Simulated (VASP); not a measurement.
# Pd (P6_3/mmc) in VASP: a series of runs

The runs below take Pd through single point, with PBEsol.

Everything below comes from runs of VASP 6.6.1. Logs are shortened: lines on timing, memory, paths and dates and some standing lists are left out, and cuts for length are marked.

## Step 1: The cell of the first run

It takes space group P6_3/mmc (No. 194, hexagonal). Conventional cell: a = 2.680 Å, b = 2.680 Å, c = 4.511 Å, α = 90.00°, β = 90.00°, γ = 120.00°. Pd (site symmetry -6m2) has 12 Pd at 2.68 to 2.74 Å within 3.5 Å.

This isn't the form of Pd at room conditions, which is fcc.

## Step 2: Single point, PBEsol, collinear spin (14.03 Å³/atom)

The input, INCAR:

```
  PREC = Accurate
  ENCUT = 520
  EDIFF = 1E-7
  ISMEAR = -1
  SIGMA = 0.05
  LREAL = False
  LASPH = True
  NELM = 150
  ALGO = Normal
  ISIF = 2
  LWAVE = False
  LCHARG = False
  ISPIN = 2
  MAGMOM = 0.5 0.5
  LORBIT = 11
  LMAXMIX = 4
  GGA = PS
  NBANDS = 21
```

The input, KPOINTS:

```
regular mesh
0
Gamma
  15 15 8
```

The input, POSCAR:

```
Pd
1.0
    2.6803105682      0.0000000000      0.0000000000
   -1.3401552841      2.3212170421      0.0000000000
    0.0000000000      0.0000000000      4.5111742306
Pd
2
Direct
    0.3333333333      0.6666666667      0.2500000000
    0.6666666667      0.3333333333      0.7500000000
```

Potentials or basis: VASP PAW PBE potentials, release 64 (Pd).

On the command line:

```bash
$ cat potpaw_PBE.64/Pd/POTCAR > POTCAR
$ mpirun -np 1 vasp_std > vasp.out
```

OUTCAR:

```text
PREC = Accurate
   ENCUT = 520
   EDIFF = 1E-7
   ISMEAR = -1
   LREAL = False
   LASPH = True
   NELM = 150
   ISIF = 2
   ISPIN = 2
   LORBIT = 11
   GGA = PS

 ion  position               nearest neighbor table
   1  0.333  0.667  0.250-   2 2.74   2 2.74   2 2.74   2 2.74   2 2.74   2 2.74
   2  0.667  0.333  0.750-   1 2.74   1 2.74   1 2.74   1 2.74   1 2.74   1 2.74

  LATTYP: Found a hexagonal cell.
 ALAT       =     2.6803105682
 C/A-ratio  =     1.6830789253

  Lattice vectors:

 A1 = (   2.6803105682,   0.0000000000,   0.0000000000)
 A2 = (  -1.3401552841,   2.3212170421,   0.0000000000)
 A3 = (   0.0000000000,   0.0000000000,   4.5111742306)

Analysis of symmetry for initial positions (statically):
=====================================================================
 Subroutine PRICEL returns:
 Original cell was already a primitive cell.

 Routine SETGRP: Setting up the symmetry group for a
 hexagonal supercell.

 Subroutine GETGRP returns: Found 24 space group operations
 (whereof 12 operations were pure point group operations)
 out of a pool of 24 trial point group operations.

The static configuration has the point symmetry D_3d.
 The point group associated with its full space group is D_6h.

Analysis of symmetry for dynamics (positions and initial velocities):
=====================================================================
 Subroutine PRICEL returns:
 Original cell was already a primitive cell.

 Routine SETGRP: Setting up the symmetry group for a
 hexagonal supercell.

 Subroutine GETGRP returns: Found 24 space group operations
 (whereof 12 operations were pure point group operations)
 out of a pool of 24 trial point group operations.

The dynamic configuration has the point symmetry D_3d.
 The point group associated with its full space group is D_6h.

Analysis of structural, dynamic, and magnetic symmetry:
=====================================================================
 Subroutine PRICEL returns:
 Original cell was already a primitive cell.

 Routine SETGRP: Setting up the symmetry group for a
 hexagonal supercell.

 Subroutine GETGRP returns: Found 24 space group operations
 (whereof 12 operations were pure point group operations)
 out of a pool of 24 trial point group operations.

The overall configuration has the point symmetry D_3d.
 The point group associated with its full space group is D_6h.

 Subroutine INISYM returns: Found 24 space group operations
 (whereof 12 operations are pure point group operations),
 and found     1 'primitive' translations

----------------------------------------------------------------------------------------

                                     Primitive cell

  volume of cell :      28.0666

  direct lattice vectors                    reciprocal lattice vectors
     2.680310568  0.000000000  0.000000000     0.373091093  0.215404243  0.000000000
    -1.340155284  2.321217042  0.000000000     0.000000000  0.430808486  0.000000000
     0.000000000  0.000000000  4.511174231     0.000000000  0.000000000  0.221671775

  length of vectors
     2.680310568  2.680310568  4.511174231     0.430808486  0.430808486  0.221671775

  position of ions in fractional coordinates (direct lattice)
     0.333333333  0.666666667  0.250000000
     0.666666667  0.333333333  0.750000000

  ion indices of the primitive-cell ions
   primitive index   ion index
                 1           1
                 2           2

----------------------------------------------------------------------------------------

 KPOINTS: regular mesh

Automatic generation of k-mesh.
 Grid dimensions read from file:
 generate k-points for:   15   15    8

 Generating k-lattice:

  Cartesian coordinates                     Fractional coordinates (reciprocal lattice)
     0.024872740  0.014360283  0.000000000     0.066666667  0.000000000  0.000000000
     0.000000000  0.028720566  0.000000000     0.000000000  0.066666667  0.000000000
     0.000000000  0.000000000  0.027708972     0.000000000  0.000000000  0.125000000

  Length of vectors
     0.028720566  0.028720566  0.027708972

  Shift w.r.t. Gamma in fractional coordinates (k-lattice)
     0.000000000  0.000000000  0.000000000

 Subroutine IBZKPT returns following result:
 ===========================================

 Found    135 irreducible k-points:

 Following reciprocal coordinates:
            Coordinates               Weight
  0.000000  0.000000  0.000000      1.000000
  0.066667  0.000000  0.000000      6.000000
  0.133333  0.000000  0.000000      6.000000
  0.200000  0.000000  0.000000      6.000000
  0.266667  0.000000  0.000000      6.000000
  0.333333  0.000000  0.000000      6.000000
[... 16 lines left out ...]
  0.333333  0.200000  0.000000     12.000000
  0.400000  0.200000  0.000000      6.000000
 [... further k-points ...]
   k-points           NKPTS =    135   k-points in BZ     NKDIM =    135   number of bands    NBANDS=     21
   number of dos      NEDOS =    301   number of ions     NIONS =      2
   total plane-waves  NPLWV =  14400
   dimension x,y,z NGX =    20 NGY =   20 NGZ =   36
   dimension x,y,z NGXF=    40 NGYF=   40 NGZF=   72
   ions per type =               2
   NGX,Y,Z   is equivalent  to a cutoff of  12.40, 12.40, 13.27 a.u.
   NGXF,Y,Z  is equivalent  to a cutoff of  24.81, 24.81, 26.53 a.u.
 SYSTEM =  unknown system
   PREC   = accura    normal or accurate (medium, high low for compatibility)
   ISTART =      0    job   : 0-new  1-cont  2-samecut
   ICHARG =      2    charge: 1-file 2-atom 10-const
   ISPIN  =      2    spin polarized calculation?
   LNONCOLLINEAR =      F non collinear calculations
   LSORBIT =      F    spin-orbit coupling
   LASPH  =      T    aspherical Exc in radial PAW
   ENCUT  =  520.0 eV  38.22 Ry    6.18 a.u.   4.98  4.98  8.39*2*pi/ulx,y,z
   NELM   =    150;   NELMIN=  2; NELMDL= -5     # of ELM steps
   EDIFF  = 0.1E-06   stopping-criterion for ELM
   LREAL  =      F    real-space projection
   EDIFFG = 0.1E-05   stopping-criterion for IOM
   NSW    =      0    number of steps for IOM
   IBRION =     -1    ionic relax: 0-MD 1-quasi-New 2-CG
   NFREE  =      0    steps in history (QN), initial steepest desc. (CG)
   ISIF   =      2    stress and relaxation
   ISYM   =      2    0-nonsym 1-usesym 2-fastsym
   POTIM  = 0.5000    time-step for ionic-motion
   TEBEG  =    0.0;   TEEND  =   0.0 temperature during run
   PSTRESS=    0.0 pullay stress
   NELECT =      20.0000    total number of electrons
   NUPDOWN=      -1.0000    fix difference up-down
   EMIN   =  10.00;   EMAX   =-10.00  energy-range for DOS
   EFERMI =   0.00;   METHOD = LEGACY
   ISMEAR =    -1;   SIGMA  =   0.05  broadening in eV -4-tet -1-fermi 0-gaus
   EFERMI_NEDOS =   21; number of points for ismear=-14 and -15
   IALGO  =     38    algorithm
   IMIX   =      4    mixing-type and parameters
     AMIX     =   0.40;   BMIX     =  1.00
     AMIX_MAG =   1.60;   BMIX_MAG =  1.00
  volume/ion in A,a.u.               =      14.03        94.70
  Fermi-wavevector in a.u.,A,eV,Ry     =   1.462249  2.763250 29.091599  2.138172
  Thomas-Fermi vector in A             =   2.578485
   LORBIT       =     11    0 simple, 1 ext, 2 COOP (PROOUT), +10 PAW based schemes
   GGA     = PS    functional components
   LHFCALC =     F    Hartree Fock is set to
   AEXX    =    0.0000 exact exchange contribution
   IVDW    =     0    specifies the selected vdW correction
   LEPSILON=     F    determine dielectric tensor
   LRPA    =     F    only Hartree local field effects (RPA)
 spin polarized calculation
  energy-cutoff  :      520.00
  volume of cell :       28.07
 maximum number of plane-waves:       771
 NGX is ok and might be reduce to    20
   NGX =  9   NGY =  9   NGZ = 17

 number of electron      19.9999993 magnetization       0.0149250

 number of electron      19.9999993 magnetization      -0.0007245

 Free energy of the ion-electron system (eV)
  ---------------------------------------------------
  ext. energy  EPLUGINS =         0.00000000
  ---------------------------------------------------
  free energy    TOTEN  =       -11.84018663 eV

  energy without entropy =      -11.80124180  energy(sigma->0) =      -11.82071422

 E-fermi :  10.4976     XC(G=0): -13.6896

 val. band max:       10.4974429726   @ k =   0.3333   0.0000   0.0000
 cond. band min:      10.5000023469   @ k =   0.4000   0.0667   0.1250
 fundamental gap:      0.0025593743
 Fermi energy:        10.4975795992

 spin component 1

 k-point     1 :       0.0000    0.0000    0.0000
  band No.  band energies     occupation
      1       2.8516      1.00000
      2       4.7211      1.00000
      3       7.2055      1.00000
      4       7.4938      1.00000
      5       7.4938      1.00000
      6       7.8684      1.00000
[... 13 lines left out ...]
     20      35.2751      0.00000
     21      36.4348      0.00000
[... 529 lines left out ...]
 k-point    24 :       0.4000    0.2000    0.0000
  band No.  band energies     occupation
      1       5.4819      1.00000
      2       5.6222      1.00000
      3       5.9936      1.00000
      4       7.3031      1.00000
      5       7.4670      1.00000
      6       7.5619      1.00000
[... 13 lines left out ...]
     20      36.4092      0.00000
     21      36.6425      0.00000

 [... further k-points ...]

 spin component 2

 k-point     1 :       0.0000    0.0000    0.0000
  band No.  band energies     occupation
      1       2.8516      1.00000
      2       4.7209      1.00000
      3       7.2053      1.00000
      4       7.4935      1.00000
      5       7.4935      1.00000
      6       7.8681      1.00000
[... 13 lines left out ...]
     20      35.2751      0.00000
     21      36.4347      0.00000
[... 529 lines left out ...]
 k-point    24 :       0.4000    0.2000    0.0000
  band No.  band energies     occupation
      1       5.4817      1.00000
      2       5.6219      1.00000
      3       5.9934      1.00000
      4       7.3029      1.00000
      5       7.4668      1.00000
      6       7.5617      1.00000
[... 13 lines left out ...]
     20      36.4398      0.00000
     21      36.5251      0.00000

 [... further k-points ...]

------------------------ aborting loop because EDIFF is reached ----------------------------------------

  FORCE on cell =-STRESS in cart. coord.  units (eV):
  Direction    XX          YY          ZZ          XY          YZ          ZX
  --------------------------------------------------------------------------------------
  -------------------------------------------------------------------------------------
  Total        1.6130858      1.6130858      1.4277872     -0.0000000      0.0000000      0.0000000
  in kB       92.0826007     92.0826007     81.5048752     -0.0000000      0.0000000      0.0000000
  external PRESSURE =      88.5566922 kB  Pullay stress =       0.0000000 kB

 VOLUME and BASIS-vectors are now :
 -----------------------------------------------------------------------------
  energy-cutoff  :      520.00
  volume of cell :       28.07
      direct lattice vectors                 reciprocal lattice vectors
     2.680310568  0.000000000  0.000000000     0.373091093  0.215404243  0.000000000
    -1.340155284  2.321217042  0.000000000     0.000000000  0.430808486  0.000000000
     0.000000000  0.000000000  4.511174231     0.000000000  0.000000000  0.221671775

 POSITION                                       TOTAL-FORCE (eV/Angst)
 -----------------------------------------------------------------------------------
     -0.00000      1.54748      1.12779         0.000000      0.000000      0.000000
      1.34016      0.77374      3.38338         0.000000     -0.000000      0.000000
 -----------------------------------------------------------------------------------
    total drift:                               -0.000000      0.000000     -0.000000

  FREE ENERGIE OF THE ION-ELECTRON SYSTEM (eV)
  ---------------------------------------------------
  free  energy   TOTEN  =       -11.8401866315 eV

  energy  without entropy=      -11.8012418034  energy(sigma->0) =      -11.82071422

 total charge

# of ion       s       p       d       tot
------------------------------------------
    1        0.507   0.538   8.498   9.542
    2        0.507   0.538   8.498   9.542
--------------------------------------------------
tot          1.014   1.075  16.996  19.085

 magnetization (x)

# of ion       s       p       d       tot
------------------------------------------
    1        0.000   0.000  -0.000  -0.000
    2        0.000   0.000  -0.000  -0.000
--------------------------------------------------
tot          0.000   0.000  -0.001  -0.001
```

Run time: 3.3 min. Hardware: 1 thread of Intel Xeon 8259CL, shared host; peak memory 0.23 GiB.

Results:

* Free energy: -11.8402 eV
* Pressure: 8.9 GPa
* Band gap on the k mesh: zero (filled and empty bands overlap)
* Net moment: 0.00 μB per cell
* Valence electrons inside the program's atomic spheres: Pd 9.54

Stress tensor (GPa, compression positive):
```
9.21 0.00 0.00
0.00 9.21 0.00
0.00 0.00 8.15
```

Caveat: the cell stands under pressure; the PAW data sets were made with another functional, which shifts forces and pressure a little.

## Step 3: Single point, PBEsol, collinear spin (14.62 Å³/atom)

This run uses another cell than the first one, of 14.62 Å³/atom.

The input, INCAR:

```
ALGO = Normal
EDIFF = 1E-7
ENCUT = 520
GGA = PS
ISIF = 2
ISMEAR = -1
ISPIN = 2
LASPH = T
LCHARG = T
LELF = T
LMAXMIX = 4
LORBIT = 11
LREAL = F
LVHAR = T
LWAVE = F
MAGMOM = 0.5 0.5
NBANDS = 21
NELM = 150
PREC = Accurate
SIGMA = 0.05
```

The input, KPOINTS:

```
k-points
0
Gamma
  15 15 8
```

The input, POSCAR:

```
Pd
1.0
    2.7170317145      0.0000000000      0.0000000000
   -1.3585158572      2.3530184876      0.0000000000
    0.0000000000      0.0000000000      4.5729788179
Pd
2
Direct
    0.3333333333      0.6666666667      0.2500000000
    0.6666666667      0.3333333333      0.7500000000
```

Potentials or basis: VASP PAW PBE potentials, release 64 (Pd).

On the command line:

```bash
$ cat potpaw_PBE.64/Pd/POTCAR > POTCAR
$ mpirun -np 1 vasp_std > vasp.out
```

OUTCAR:

```text
EDIFF = 1E-7
   ENCUT = 520
   GGA = PS
   ISIF = 2
   ISMEAR = -1
   ISPIN = 2
   LASPH = T
   LORBIT = 11
   LREAL = F
   NELM = 150
   PREC = Accurate

 ion  position               nearest neighbor table
   1  0.333  0.667  0.250-   2 2.77   2 2.77   2 2.77   2 2.77   2 2.77   2 2.77
   2  0.667  0.333  0.750-   1 2.77   1 2.77   1 2.77   1 2.77   1 2.77   1 2.77

  LATTYP: Found a hexagonal cell.
 ALAT       =     2.7170317145
 C/A-ratio  =     1.6830789252

  Lattice vectors:

 A1 = (   2.7170317145,   0.0000000000,   0.0000000000)
 A2 = (  -1.3585158572,   2.3530184876,   0.0000000000)
 A3 = (   0.0000000000,   0.0000000000,   4.5729788179)

Analysis of symmetry for initial positions (statically):
=====================================================================
 Subroutine PRICEL returns:
 Original cell was already a primitive cell.

 Routine SETGRP: Setting up the symmetry group for a
 hexagonal supercell.

 Subroutine GETGRP returns: Found 24 space group operations
[... 776 lines left out ...]
      5       7.0281      1.00000
      6       7.3786      1.00000
[... 565 lines left out ...]
     20      35.6389      0.00000
     21      35.9721      0.00000

 [... further k-points ...]

------------------------ aborting loop because EDIFF is reached ----------------------------------------

  FORCE on cell =-STRESS in cart. coord.  units (eV):
  Direction    XX          YY          ZZ          XY          YZ          ZX
  --------------------------------------------------------------------------------------
  -------------------------------------------------------------------------------------
  Total        0.0247073      0.0247073     -0.1620203      0.0000000      0.0000000      0.0000000
  in kB        1.3539929      1.3539929     -8.8789315      0.0000000      0.0000000      0.0000000
  external PRESSURE =      -2.0569819 kB  Pullay stress =       0.0000000 kB

 VOLUME and BASIS-vectors are now :
 -----------------------------------------------------------------------------
  energy-cutoff  :      520.00
  volume of cell :       29.24
      direct lattice vectors                 reciprocal lattice vectors
     2.717031715  0.000000000  0.000000000     0.368048704  0.212493018  0.000000000
    -1.358515857  2.353018488  0.000000000     0.000000000  0.424986036  0.000000000
     0.000000000  0.000000000  4.572978818     0.000000000  0.000000000  0.218675843

 POSITION                                       TOTAL-FORCE (eV/Angst)
 -----------------------------------------------------------------------------------
     -0.00000      1.56868      1.14324         0.000000      0.000000      0.000000
      1.35852      0.78434      3.42973        -0.000000      0.000000      0.000000
 -----------------------------------------------------------------------------------
    total drift:                               -0.000000      0.000000     -0.000000

  FREE ENERGIE OF THE ION-ELECTRON SYSTEM (eV)
  ---------------------------------------------------
  free  energy   TOTEN  =       -11.8710214305 eV

  energy  without entropy=      -11.8319788215  energy(sigma->0) =      -11.85150013

 total charge

# of ion       s       p       d       tot
------------------------------------------
    1        0.485   0.492   8.471   9.448
    2        0.485   0.492   8.471   9.448
--------------------------------------------------
tot          0.970   0.985  16.941  18.896

 magnetization (x)

# of ion       s       p       d       tot
------------------------------------------
    1       -0.001  -0.003   0.157   0.153
    2       -0.001  -0.003   0.157   0.153
--------------------------------------------------
tot         -0.002  -0.007   0.314   0.305
```

OSZICAR:

```text
N       E                     dE             d eps       ncg     rms          rms(c)
DAV:   1     0.115369027903E+03    0.11537E+03   -0.98503E+03 11340   0.918E+02
DAV:   2    -0.978340757675E+01   -0.12515E+03   -0.11688E+03 12685   0.231E+02
DAV:   3    -0.125870544540E+02   -0.28036E+01   -0.27717E+01 13427   0.364E+01
DAV:   4    -0.126054474538E+02   -0.18393E-01   -0.18390E-01 13448   0.295E+00
DAV:   5    -0.126057208059E+02   -0.27335E-03   -0.27335E-03 14011   0.382E-01    0.123E+01
DAV:   6    -0.119054915272E+02    0.70023E+00   -0.11438E+00 13940   0.104E+01    0.554E+00
DAV:   7    -0.118788178949E+02    0.26674E-01   -0.19915E-02 14904   0.113E+00    0.273E+00
DAV:   8    -0.118708827176E+02    0.79352E-02   -0.22896E-03 13983   0.334E-01    0.815E-01
DAV:   9    -0.118708797038E+02    0.30138E-05   -0.10316E-04 15187   0.681E-02    0.771E-02
DAV:  10    -0.118709099233E+02   -0.30219E-04   -0.11068E-05 13988   0.265E-02    0.462E-02
DAV:  11    -0.118709565166E+02   -0.46593E-04   -0.13003E-05 13843   0.310E-02    0.402E-02
DAV:  12    -0.118709908278E+02   -0.34311E-04   -0.16613E-05 14000   0.355E-02    0.255E-02
DAV:  13    -0.118710071824E+02   -0.16355E-04   -0.10006E-05 14101   0.270E-02    0.205E-02
DAV:  14    -0.118710170526E+02   -0.98702E-05   -0.11674E-05 14000   0.300E-02    0.954E-03
DAV:  15    -0.118710206073E+02   -0.35547E-05   -0.43583E-06 14131   0.176E-02    0.507E-03
DAV:  16    -0.118710213995E+02   -0.79216E-06   -0.16453E-06 14165   0.111E-02    0.150E-03
DAV:  17    -0.118710214305E+02   -0.31032E-07   -0.16437E-07 11078   0.328E-03
   1 F= -.11871021E+02 E0= -.11851500E+02  d E =-.390426E-01  mag=     0.3047
```

It took 3.5 min on 1 thread of Intel Xeon 8259CL, shared host; peak memory 0.24 GiB.

What came out:

- Free energy: -11.8710 eV
- Pressure: -0.2 GPa
- Net moment: 0.31 μB per cell
- Site moments: Pd +0.15 μB
- Valence electrons inside the program's atomic spheres: Pd 9.45

Levels at points of the mesh, in eV from the Fermi level:
Spin up:
| k point | band 7 | band 8 | band 9 | band 10 | band 11 | band 12 | band 13 | band 14 |
| --- | --- | --- | --- | --- | --- | --- | --- | --- |
| (0.00, 0.00, 0.00) | -2.52 | -1.71 | -1.71 | -0.29 | -0.29 | 0.63 | 6.83 | 17.16 |
| (0.00, 0.00, 0.50) | -2.89 | -2.89 | -0.76 | -0.76 | -0.76 | -0.76 | 13.87 | 13.87 |
Spin down:
```
           k point  band 6  band 7  band 8  band 9  band 10  band 11  band 12  band 13  band 14  band 15
(0.00, 0.00, 0.00)   -2.41   -2.41   -1.60   -1.60    -0.18    -0.18     0.63     6.91    17.16    18.54
(0.00, 0.00, 0.50)   -2.79   -2.79   -2.79   -0.66    -0.66    -0.66    -0.66    13.90    13.90    17.69
```

Caveat: the PAW data sets were made with another functional, which shifts forces and pressure a little.
